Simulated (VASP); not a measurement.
# CaH8 (C2/m) in VASP: further runs

The runs below take CaH8 through single point, with PBE.

All numbers are computed with VASP 6.6.1; they aren't measurements. Logs are shortened: lines on timing, memory, paths and dates and some standing lists are left out, and cuts for length are marked.

## Step 1: The cell of the first run

The structure is monoclinic, space group C2/m (No. 12). The conventional cell has a = 6.274 Å, b = 4.299 Å, c = 5.249 Å, α = 90.00°, β = 107.87°, γ = 90.00°. Within 2.9 Å of Ca (site symmetry 2/m) lie 14 H at 2.16 to 2.82 Å. H (site symmetry -1) has 2 H at 1.05 Å within 1.4 Å. Within 1.4 Å of H (site symmetry 1) lie 2 H at 1.05 Å. H (site symmetry m) has 3 H at 1.94 to 2.46 Å and 3 Ca at 2.16 to 2.36 Å within 2.6 Å.

## Step 2: Single point, PBE

INCAR reads:

```
PREC = Accurate
ENCUT = 520
EDIFF = 1E-6
ISMEAR = 0
SIGMA = 0.1
LREAL = False
LASPH = True
NELM = 80
ALGO = Normal
ISIF = 2
LWAVE = False
LCHARG = False
GGA = PE
NBANDS = 19
```

KPOINTS reads:

```
Automatic mesh
0
Gamma
  12 12 8
```

POSCAR reads:

```
CaH8
1.0
    3.1345442142     -2.1496503075     -0.1230697923
    3.1345442142      2.1496503075     -0.1230697923
   -1.4130771663      0.0000000000      5.0547928043
Ca H
1 8
Direct
    0.5000000000      0.5000000000      0.0000000000
    0.0000000000      0.5000000000      0.5000000000
    0.5000000000      0.0000000000      0.5000000000
    0.3328158187      0.8343608691      0.5011321834
    0.1656391309      0.6671841813      0.4988678166
    0.6671841813      0.1656391309      0.4988678166
    0.8343608691      0.3328158187      0.5011321834
    0.1549464512      0.1549464512      1.0000992223
    0.8450535488      0.8450535488     -0.0000992223
```

Potentials or basis: VASP PAW PBE potentials, release 64 (Ca_sv, H).

Command:

```bash
$ cat potpaw_PBE.64/Ca_sv/POTCAR potpaw_PBE.64/H/POTCAR > POTCAR
$ mpirun -np 1 vasp_std > vasp.out
```

OUTCAR:

```text
PREC = Accurate
   ENCUT = 520
   EDIFF = 1E-6
   ISMEAR = 0
   LREAL = False
   LASPH = True
   NELM = 80
   ISIF = 2
   GGA = PE

 ion  position               nearest neighbor table
   1  0.500  0.500  0.000-
   2  0.000  0.500  0.500-
   3  0.500  0.000  0.500-
   4  0.333  0.834  0.501-
   5  0.166  0.667  0.499-
   6  0.667  0.166  0.499-
   7  0.834  0.333  0.501-
   8  0.155  0.155  0.000-
   9  0.845  0.845  1.000-

  LATTYP: Found a base centered monoclinic cell.
 ALAT       =     6.2739185856
 B/A-ratio  =     0.6852656050
 C/A-ratio  =     0.8365731672
 COS(beta)  =    -0.3068060715

  Lattice vectors:

 A1 = (   3.1345442142,  -2.1496503075,  -0.1230697923)
 A2 = (   3.1345442142,   2.1496503075,  -0.1230697923)
 A3 = (  -1.4130771663,   0.0000000000,   5.0547928043)

Analysis of symmetry for initial positions (statically):
=====================================================================
 Subroutine PRICEL returns:
 Original cell was already a primitive cell.

 Routine SETGRP: Setting up the symmetry group for a
 base centered monoclinic supercell.

 Subroutine GETGRP returns: Found  4 space group operations
 (whereof  4 operations were pure point group operations)
 out of a pool of  4 trial point group operations.

The static configuration has the point symmetry C_2h.

Analysis of symmetry for dynamics (positions and initial velocities):
=====================================================================
 Subroutine PRICEL returns:
 Original cell was already a primitive cell.

 Routine SETGRP: Setting up the symmetry group for a
 base centered monoclinic supercell.

 Subroutine GETGRP returns: Found  4 space group operations
 (whereof  4 operations were pure point group operations)
 out of a pool of  4 trial point group operations.

The dynamic configuration has the point symmetry C_2h.

 Subroutine INISYM returns: Found  4 space group operations
 (whereof  4 operations are pure point group operations),
 and found     1 'primitive' translations

----------------------------------------------------------------------------------------

                                     Primitive cell

  volume of cell :      67.3725

  direct lattice vectors                    reciprocal lattice vectors
     3.134544214 -2.149650307 -0.123069792     0.161283048 -0.232595971  0.045086990
     3.134544214  2.149650307 -0.123069792     0.161283048  0.232595971  0.045086990
    -1.413077166  0.000000000  5.054792804     0.007853565  0.000000000  0.200027525

  length of vectors
     3.802829216  3.802829216  5.248591942     0.286611137  0.286611137  0.200181640

  position of ions in fractional coordinates (direct lattice)
     0.500000000  0.500000000  1.000000000
     1.000000000  0.500000000  0.500000000
     0.500000000  1.000000000  0.500000000
     0.332815819  0.834360869  0.501132183
     0.165639131  0.667184181  0.498867817
     0.667184181  0.165639131  0.498867817
     0.834360869  0.332815819  0.501132183
     0.154946451  0.154946451  0.000099222
     0.845053549  0.845053549  0.999900778

  ion indices of the primitive-cell ions
   primitive index   ion index
                 1           1
                 2           2
                 3           3
                 4           4
                 5           5
                 6           6
                 7           7
                 8           8
                 9           9

----------------------------------------------------------------------------------------

 KPOINTS: Automatic mesh

Automatic generation of k-mesh.
 Grid dimensions read from file:
 generate k-points for:   12   12    8

 Generating k-lattice:

  Cartesian coordinates                     Fractional coordinates (reciprocal lattice)
     0.013440254 -0.019382998  0.003757249     0.083333333 -0.000000000  0.000000000
     0.013440254  0.019382998  0.003757249    -0.000000000  0.083333333  0.000000000
     0.000981696  0.000000000  0.025003441    -0.000000000 -0.000000000  0.125000000

  Length of vectors
     0.023884261  0.023884261  0.025022705

  Shift w.r.t. Gamma in fractional coordinates (k-lattice)
     0.000000000  0.000000000  0.000000000

 Subroutine IBZKPT returns following result:
 ===========================================

 Found    320 irreducible k-points:

 Following reciprocal coordinates:
            Coordinates               Weight
  0.000000  0.000000  0.000000      1.000000
  0.083333  0.000000 -0.000000      4.000000
  0.166667 -0.000000  0.000000      4.000000
  0.250000  0.000000  0.000000      4.000000
  0.333333  0.000000 -0.000000      4.000000
  0.416667  0.000000 -0.000000      4.000000
[... 16 lines left out ...]
  0.500000  0.166667 -0.000000      4.000000
 -0.416667  0.166667  0.000000      4.000000
 [... further k-points ...]
   k-points           NKPTS =    320   k-points in BZ     NKDIM =    320   number of bands    NBANDS=     19
   number of dos      NEDOS =    301   number of ions     NIONS =      9
   total plane-waves  NPLWV =  31360
   dimension x,y,z NGX =    28 NGY =   28 NGZ =   40
   dimension x,y,z NGXF=    56 NGYF=   56 NGZF=   80
   ions per type =               1   8
   NGX,Y,Z   is equivalent  to a cutoff of  12.24, 12.24, 12.67 a.u.
   NGXF,Y,Z  is equivalent  to a cutoff of  24.48, 24.48, 25.34 a.u.
 SYSTEM =  unknown system
   PREC   = accura    normal or accurate (medium, high low for compatibility)
   ISTART =      0    job   : 0-new  1-cont  2-samecut
   ICHARG =      2    charge: 1-file 2-atom 10-const
   ISPIN  =      1    spin polarized calculation?
   LNONCOLLINEAR =      F non collinear calculations
   LSORBIT =      F    spin-orbit coupling
   LASPH  =      T    aspherical Exc in radial PAW
   ENCUT  =  520.0 eV  38.22 Ry    6.18 a.u.   7.07  7.07  9.76*2*pi/ulx,y,z
   NELM   =     80;   NELMIN=  2; NELMDL= -5     # of ELM steps
   EDIFF  = 0.1E-05   stopping-criterion for ELM
   LREAL  =      F    real-space projection
   EDIFFG = 0.1E-04   stopping-criterion for IOM
   NSW    =      0    number of steps for IOM
   IBRION =     -1    ionic relax: 0-MD 1-quasi-New 2-CG
   NFREE  =      0    steps in history (QN), initial steepest desc. (CG)
   ISIF   =      2    stress and relaxation
   ISYM   =      2    0-nonsym 1-usesym 2-fastsym
   POTIM  = 0.5000    time-step for ionic-motion
   TEBEG  =    0.0;   TEEND  =   0.0 temperature during run
   PSTRESS=    0.0 pullay stress
   NELECT =      18.0000    total number of electrons
   NUPDOWN=      -1.0000    fix difference up-down
   EMIN   =  10.00;   EMAX   =-10.00  energy-range for DOS
   EFERMI =   0.00;   METHOD = LEGACY
   ISMEAR =     0;   SIGMA  =   0.10  broadening in eV -4-tet -1-fermi 0-gaus
   EFERMI_NEDOS =   21; number of points for ismear=-14 and -15
   IALGO  =     38    algorithm
   IMIX   =      4    mixing-type and parameters
     AMIX     =   0.40;   BMIX     =  1.00
     AMIX_MAG =   1.60;   BMIX_MAG =  1.00
  volume/ion in A,a.u.               =       7.49        50.52
  Fermi-wavevector in a.u.,A,eV,Ry     =   1.054399  1.992525 15.126366  1.111757
  Thomas-Fermi vector in A             =   2.189557
   LORBIT       =      0    0 simple, 1 ext, 2 COOP (PROOUT), +10 PAW based schemes
   GGA     = PE    functional components
   LHFCALC =     F    Hartree Fock is set to
   AEXX    =    0.0000 exact exchange contribution
   IVDW    =     0    specifies the selected vdW correction
   LEPSILON=     F    determine dielectric tensor
   LRPA    =     F    only Hartree local field effects (RPA)
 non-spin polarized calculation
 Gauss-broadening in eV      SIGMA  =   0.10
  energy-cutoff  :      520.00
  volume of cell :       67.37
 maximum number of plane-waves:      1838
   NGX = 15   NGY = 15   NGZ = 19

 number of electron      17.9999999 magnetization

 Free energy of the ion-electron system (eV)
  ---------------------------------------------------
  ext. energy  EPLUGINS =         0.00000000
  ---------------------------------------------------
  free energy    TOTEN  =       -27.17988594 eV

  energy without entropy =      -27.17659304  energy(sigma->0) =      -27.17823949

 E-fermi :   0.8197     XC(G=0):  -8.5939

 val. band max:        0.8127546175   @ k =   0.2500   0.0833   0.1250
 cond. band min:       0.8258011806   @ k =  -0.1667  -0.2500   0.3750
 fundamental gap:      0.0130465631
 Fermi energy:         0.8197255381

 k-point     1 :       0.0000    0.0000    0.0000
  band No.  band energies     occupation
      1     -39.5071      2.00000
      2     -20.7447      2.00000
      3     -20.3937      2.00000
      4     -20.3326      2.00000
      5     -10.3534      2.00000
      6      -3.7402      2.00000
[... 11 lines left out ...]
     18       9.0225      0.00000
     19       9.9313      0.00000

 k-point     2 :       0.0833    0.0000   -0.0000
  band No.  band energies     occupation
      1     -39.5065      2.00000
      2     -20.7440      2.00000
      3     -20.3992      2.00000
      4     -20.3376      2.00000
      5     -10.2819      2.00000
      6      -3.6893      2.00000
[... 11 lines left out ...]
     18       9.0195      0.00000
     19      10.2791      0.00000

 k-point     3 :       0.1667   -0.0000    0.0000
  band No.  band energies     occupation
      1     -39.5047      2.00000
      2     -20.7419      2.00000
      3     -20.4175      2.00000
      4     -20.3476      2.00000
      5     -10.0686      2.00000
      6      -4.4457      2.00000
[... 434 lines left out ...]
      1     -39.4960      2.00000
      2     -20.7321      2.00000
      3     -20.5031      2.00000
      4     -20.3935      2.00000
      5      -7.9649      2.00000
      6      -7.4851      2.00000
[... 11 lines left out ...]
     18       9.4066      0.00000
     19      10.5803      0.00000

 k-point    24 :      -0.4167    0.1667    0.0000
  band No.  band energies     occupation
      1     -39.4962      2.00000
      2     -20.7321      2.00000
      3     -20.5011      2.00000
      4     -20.3956      2.00000
      5      -8.1663      2.00000
      6      -7.1481      2.00000
[... 11 lines left out ...]
     18       9.8683      0.00000
     19      10.6269      0.00000

 [... further k-points ...]

------------------------ aborting loop because EDIFF is reached ----------------------------------------

  FORCE on cell =-STRESS in cart. coord.  units (eV):
  Direction    XX          YY          ZZ          XY          YZ          ZX
  --------------------------------------------------------------------------------------
  -------------------------------------------------------------------------------------
  Total       -0.0597910     -0.0479608     -0.0826457      0.0000000      0.0000000     -0.0087421
  in kB       -1.4218835     -1.1405516     -1.9653877      0.0000000      0.0000000     -0.2078948
  external PRESSURE =      -1.5092743 kB  Pullay stress =       0.0000000 kB

 VOLUME and BASIS-vectors are now :
 -----------------------------------------------------------------------------
  energy-cutoff  :      520.00
  volume of cell :       67.37
      direct lattice vectors                 reciprocal lattice vectors
     3.134544214 -2.149650307 -0.123069792     0.161283048 -0.232595971  0.045086990
     3.134544214  2.149650307 -0.123069792     0.161283048  0.232595971  0.045086990
    -1.413077166  0.000000000  5.054792804     0.007853565  0.000000000  0.200027525

 POSITION                                       TOTAL-FORCE (eV/Angst)
 -----------------------------------------------------------------------------------
      3.13454      0.00000     -0.12307        -0.000000     -0.000000      0.000000
      0.86073      1.07483      2.46586        -0.000000     -0.000000     -0.000000
      0.86073     -1.07483      2.46586        -0.000000     -0.000000      0.000000
      2.95043      1.07815      2.38948         0.000153      0.000320     -0.000056
      1.90558      1.07815      2.41918        -0.000153      0.000320      0.000056
      1.90558     -1.07815      2.41918        -0.000153     -0.000320      0.000056
      2.95043     -1.07815      2.38948         0.000153     -0.000320     -0.000056
      0.97123      0.00000     -0.03764        -0.006436     -0.000000      0.000211
      3.88478      0.00000      4.84629         0.006436     -0.000000     -0.000211
 -----------------------------------------------------------------------------------
    total drift:                                0.000000      0.000000     -0.000000

  FREE ENERGIE OF THE ION-ELECTRON SYSTEM (eV)
  ---------------------------------------------------
  free  energy   TOTEN  =       -27.1798859395 eV

  energy  without entropy=      -27.1765930404  energy(sigma->0) =      -27.17823949
```

It took 7 min on 1 thread of Oxide Virtual Turin-like, shared host; peak memory 0.43 GiB.

What came out:

```yaml
Free_energy: -27.1799 eV
Pressure: -0.2 GPa
Largest_force: 0.006 eV/Å
Band_gap_on_the_k_mesh: zero (band 9 reaches 2.42 eV, above the bottom of band 10 at -0.33 eV)
```

Forces on the atoms (eV/Å):
```
Ca   0.000  0.000  0.000
H    0.000  0.000  0.000
H    0.000  0.000  0.000
H    0.000  0.000  0.000
H    0.000  0.000  0.000
H    0.000  0.000  0.000
H    0.000  0.000  0.000
H   -0.006  0.000  0.000
H    0.006  0.000  0.000
```

## Step 3: Single point, PBE

INCAR reads:

```
SYSTEM = CaH8
  ALGO = Normal
  EDIFF = 1E-7
  ENCUT = 520
  GGA = PE
  ISIF = 2
  ISMEAR = 0
  LASPH = .True.
  LCHARG = .False.
  LREAL = .False.
  LWAVE = .False.
  NBANDS = 19
  NELM = 100
  PREC = Accurate
  SIGMA = 0.1
```

KPOINTS reads:

```
k-points
0
Gamma
  12 12 8
  0 0 0
```

POSCAR is that of step 2.

Potentials or basis: VASP PAW PBE potentials, release 64 (Ca_sv, H).

Command:

```bash
$ cat potpaw_PBE.64/Ca_sv/POTCAR potpaw_PBE.64/H/POTCAR > POTCAR
$ mpirun -np 1 vasp_std > vasp.out
```

Wall time 7.7 min (1 thread of Oxide Virtual Turin-like, shared host); peak memory 0.42 GiB.

Results (log left out):

```
Free energy            : -27.1799 eV
Pressure               : -0.2 GPa
Largest force          : 0.007 eV/Å
Band gap on the k mesh : zero (band 9 reaches 2.42 eV, above the bottom of band 10 at -0.33 eV)
```

Forces in eV/Å, atoms in the order of the input:
```
Ca   0.000  0.000  0.000
H    0.000  0.000  0.000
H    0.000  0.000  0.000
H    0.000  0.000  0.000
H    0.000  0.000  0.000
H    0.000  0.000  0.000
H    0.000  0.000  0.000
H   -0.007  0.000  0.000
H    0.007  0.000  0.000
```

Levels at points of the mesh, in eV from the Fermi level:
```tsv
k point	band 5	band 6	band 7	band 8	band 9	band 10	band 11	band 12	band 13	band 14
(0.00, 0.00, 0.00)	-11.17	-4.56	-3.79	-3.71	1.60	2.25	3.20	3.37	3.95	4.24
(0.50, 0.00, 0.00)	-8.80	-8.67	-2.60	-1.88	-1.18	-1.15	2.39	4.82	5.31	5.42
(0.50, 0.50, 0.00)	-7.47	-7.39	-7.29	-2.89	-1.53	2.71	3.91	3.96	5.95	6.18
(0.00, 0.00, 0.50)	-10.98	-5.13	-3.78	-3.72	1.53	2.49	3.22	3.56	4.02	4.91
(0.50, 0.00, 0.50)	-8.68	-8.67	-2.94	-2.28	-1.18	-0.88	3.26	4.60	4.87	4.94
(0.50, 0.50, 0.50)	-7.51	-7.40	-7.30	-2.82	-1.50	2.97	4.17	4.92	5.11	5.79
```
